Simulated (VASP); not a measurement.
Os:

```xyz
2
Lattice="2.6783 0.0000 0.0000 -1.3391 2.3195 0.0000 0.0000 0.0000 4.2315" Properties=species:S:1:pos:R:3 pbc="T T T"
Os    1.3391    0.7732    3.1736
Os    0.0000    1.5463    1.0579
```

Base run:

- Program: VASP 6.6.1
- Functional: r2SCAN
- Potentials or basis: VASP PAW PBE potentials, release 64 (Os)
- Cutoff: 520 eV
- k mesh: 11 × 11 × 6
- Occupations: fermi-dirac, width 0.05 eV
- Spin: no spin polarisation

Its results: band gap on the k mesh zero (bands 8 and 9 overlap by 4.47 eV); pressure 34.1 GPa.

Question: The run is repeated on the same cell with these changes: functional from r2SCAN to r2SCAN0; k mesh from 11 × 11 × 6 to 6 × 6 × 3. What comes out?

Answer: Band gap on the k mesh zero (bands 8 and 9 overlap by 5.74 eV); pressure 23.3 GPa.

Several settings changed at once.

Caveats: some runs use coarse meshes; the PAW data sets were made with another functional, which shifts forces and pressure a little; spin-orbit coupling is left out, which moves the levels of the heavy elements; the cell stands under pressure (at least some runs).
